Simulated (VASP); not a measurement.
# W (Im-3m) in VASP: further runs, part 2 of 2

VASP 6.6.1.

**5. Single point, PBE, collinear spin, zero start**

INCAR reads:

```
PREC = Accurate ; ENCUT = 520
EDIFF = 1E-6 ; ISMEAR = -1
SIGMA = 0.03 ; LREAL = F
LASPH = T ; NELM = 150
ALGO = Normal ; ISIF = 2
LWAVE = F ; LCHARG = F
ISPIN = 2 ; MAGMOM = 0
LORBIT = 11 ; NUPDOWN = 0.0
LMAXMIX = 4 ; GGA = PE
NBANDS = 17
```

KPOINTS reads:

```
Automatic mesh
0
Gamma
  17 17 17
```

POSCAR reads:

```
W
1.0
   -1.5823450000      1.5823450000      1.5823450000
    1.5823450000     -1.5823450000      1.5823450000
    1.5823450000      1.5823450000     -1.5823450000
W
1
Direct
    0.0000000000      0.0000000000      0.0000000000
```

Potentials or basis: VASP PAW PBE potentials, release 64 (W_sv).

The run is started by

```
cat potpaw_PBE.64/W_sv/POTCAR > POTCAR
mpirun -np 1 vasp_std > vasp.out
```

OUTCAR:

```text
PREC = Accurate
   ENCUT = 520
   EDIFF = 1E-6
   ISMEAR = -1
   LREAL = F
   LASPH = T
   NELM = 150
   ISIF = 2
   ISPIN = 2
   LORBIT = 11
   NUPDOWN = 0.0
   GGA = PE

 ion  position               nearest neighbor table
   1  0.000  0.000  0.000-

  LATTYP: Found a body centered cubic cell.
 ALAT       =     3.1646900000

  Lattice vectors:

 A1 = (  -1.5823450000,   1.5823450000,   1.5823450000)
 A2 = (   1.5823450000,  -1.5823450000,   1.5823450000)
 A3 = (   1.5823450000,   1.5823450000,  -1.5823450000)

Analysis of symmetry for initial positions (statically):
=====================================================================
 Subroutine PRICEL returns:
 Original cell was already a primitive cell.

 Routine SETGRP: Setting up the symmetry group for a
 body centered cubic supercell.

 Subroutine GETGRP returns: Found 48 space group operations
 (whereof 48 operations were pure point group operations)
 out of a pool of 48 trial point group operations.

The static configuration has the point symmetry O_h .

Analysis of symmetry for dynamics (positions and initial velocities):
[... 661 lines left out ...]
 [... further k-points ...]

 spin component 2

 k-point     1 :       0.0000    0.0000    0.0000
  band No.  band energies     occupation
      1     -62.7399      1.00000
      2     -26.3011      1.00000
      3     -26.3011      1.00000
      4     -26.3011      1.00000
      5       1.8087      1.00000
      6      10.2154      1.00000
[... 459 lines left out ...]
      6       8.7044      1.00000
[... 9 lines left out ...]
     16      39.6376      0.00000
     17      40.4055      0.00000

 [... further k-points ...]

------------------------ aborting loop because EDIFF is reached ----------------------------------------

  FORCE on cell =-STRESS in cart. coord.  units (eV):
  Direction    XX          YY          ZZ          XY          YZ          ZX
  --------------------------------------------------------------------------------------
  -------------------------------------------------------------------------------------
  Total        0.6238105      0.6238105      0.6238105      0.0000000      0.0000000      0.0000000
  in kB       63.0666427     63.0666427     63.0666427      0.0000000      0.0000000      0.0000000
  external PRESSURE =      63.0666427 kB  Pullay stress =       0.0000000 kB

 VOLUME and BASIS-vectors are now :
 -----------------------------------------------------------------------------
  energy-cutoff  :      520.00
  volume of cell :       15.85
      direct lattice vectors                 reciprocal lattice vectors
    -1.582345000  1.582345000  1.582345000     0.000000000  0.315986716  0.315986716
     1.582345000 -1.582345000  1.582345000     0.315986716  0.000000000  0.315986716
     1.582345000  1.582345000 -1.582345000     0.315986716  0.315986716  0.000000000

 POSITION                                       TOTAL-FORCE (eV/Angst)
 -----------------------------------------------------------------------------------
      0.00000      0.00000      0.00000         0.000000     -0.000000      0.000000
 -----------------------------------------------------------------------------------
    total drift:                                0.000000      0.000000      0.000000

  FREE ENERGIE OF THE ION-ELECTRON SYSTEM (eV)
  ---------------------------------------------------
  free  energy   TOTEN  =       -12.9484450134 eV

  energy  without entropy=      -12.9469158235  energy(sigma->0) =      -12.94768042

 total charge

# of ion       s       p       d       tot
------------------------------------------
    1        2.402   6.345   3.351  12.097

 magnetization (x)

# of ion       s       p       d       tot
------------------------------------------
    1       -0.000  -0.000   0.000   0.000
```

OSZICAR:

```text
N       E                     dE             d eps       ncg     rms          rms(c)
DAV:   1     0.919468379379E+02    0.91947E+02   -0.66933E+03 11324   0.937E+02
DAV:   2    -0.113688277457E+02   -0.10332E+03   -0.98539E+02 12725   0.272E+02
DAV:   3    -0.135598898994E+02   -0.21911E+01   -0.21817E+01 12514   0.371E+01
DAV:   4    -0.135672346759E+02   -0.73448E-02   -0.73443E-02 12900   0.227E+00
DAV:   5    -0.135672687045E+02   -0.34029E-04   -0.34027E-04 12673   0.150E-01    0.210E+01
DAV:   6    -0.130807173510E+02    0.48655E+00   -0.25543E-01 11745   0.655E+00    0.843E+00
DAV:   7    -0.129526982899E+02    0.12802E+00   -0.12955E-01 12793   0.450E+00    0.621E-01
DAV:   8    -0.129484253821E+02    0.42729E-02   -0.43666E-03 11585   0.672E-01    0.106E-01
DAV:   9    -0.129484532132E+02   -0.27831E-04   -0.35662E-05 13777   0.554E-02    0.624E-02
DAV:  10    -0.129484446754E+02    0.85379E-05   -0.88147E-06 12369   0.378E-02    0.507E-03
DAV:  11    -0.129484450134E+02   -0.33801E-06   -0.16011E-07  7893   0.397E-03
   1 F= -.12948445E+02 E0= -.12947680E+02  d E =-.152919E-02  mag=    -0.0000
```

stdout:

```text
POSCAR found type information on POSCAR W
 POSCAR found :  1 types and       1 ions
 scaLAPACK will be used
 LDA part: xc-table for (Slater+PW92), standard interpolation
 POSCAR, INCAR and KPOINTS ok, starting setup
 FFT: planning ... GRIDC
 FFT: planning ... GRID_SOFT
 FFT: planning ... GRID
 WAVECAR not read
 entering main loop
```

Wall time 80 s (1 thread of Intel Xeon 8259CL, shared host); peak memory 0.18 GiB.

What came out:

| Item | Value |
| --- | --- |
| Free energy | -12.9484 eV |
| Pressure | 6.3 GPa |
| Net moment | 0.00 μB per cell |
| Valence electrons inside the program's atomic spheres | W 12.10 |

Caveat: spin-orbit coupling is left out, which moves the levels of the heavy elements; the total moment is fixed, so each spin has its own Fermi level.

**6. Single point, PBE, collinear spin, ferromagnetic start**

INCAR reads:

```
SYSTEM = W
PREC = Accurate ; ENCUT = 520
EDIFF = 1E-7 ; ISMEAR = -1
SIGMA = 0.03 ; LREAL = .False.
LASPH = .True. ; NELM = 150
ALGO = Normal ; ISIF = 2
LWAVE = .False. ; LCHARG = .False.
ISPIN = 2 ; MAGMOM = 1
LORBIT = 11 ; LMAXMIX = 4
GGA = PE ; NBANDS = 17
```

KPOINTS reads:

```
regular mesh
0
Gamma
  17 17 17
  0 0 0
```

POSCAR is that of step 5.

Potentials or basis: VASP PAW PBE potentials, release 64 (W_sv).

The run is started by

```
cat potpaw_PBE.64/W_sv/POTCAR > POTCAR
mpirun -np 1 vasp_std > vasp.out
```

It took 1.7 min on 1 thread of Intel Xeon 8259CL, shared host; peak memory 0.18 GiB.

The run converged. Its results:

```
Free energy                                           : -12.9484 eV
Pressure                                              : 6.3 GPa
Band gap on the k mesh                                : zero (filled and empty bands overlap)
Net moment                                            : 0.00 μB per cell
Valence electrons inside the program's atomic spheres : W 12.10
```

Levels at points of the mesh, in eV from the Fermi level:
Spin up:
```tsv
k point	band 4	band 5	band 6	band 7	band 8	band 9	band 10	band 11
(0.00, 0.00, 0.00)	-37.78	-9.67	-1.26	-1.26	-1.26	2.23	2.23	14.49
```
Spin down:
| k point | band 5 | band 6 | band 7 | band 8 | band 9 | band 10 |
| --- | --- | --- | --- | --- | --- | --- |
| (0.00, 0.00, 0.00) | -9.67 | -1.26 | -1.26 | -1.26 | 2.23 | 2.23 |

Caveat: spin-orbit coupling is left out, which moves the levels of the heavy elements.

**7. Overview**

```tsv
spin	fixed moment (μB)	gap on the mesh (eV)	pressure (GPa)	moment (μB)
collinear, ferromagnetic start	1.6	-	24.4	1.60
off	-	none	6.3	-
collinear, zero start	0.0	-	6.3	0.00
collinear, ferromagnetic start	-	none	6.3	0.00
```

Alike in all rows: task single point; level PBE; potentials or basis VASP PAW PBE potentials, release 64 (W_sv); cell as given; k mesh 17 × 17 × 17; cutoff (eV) 520; smearing fermi-dirac 0.03 eV.

Caveats: spin-orbit coupling is left out, which moves the levels of the heavy elements; the total moment is fixed, so each spin has its own Fermi level (some runs).

Absolute energies hang on the potentials; compare differences alone.
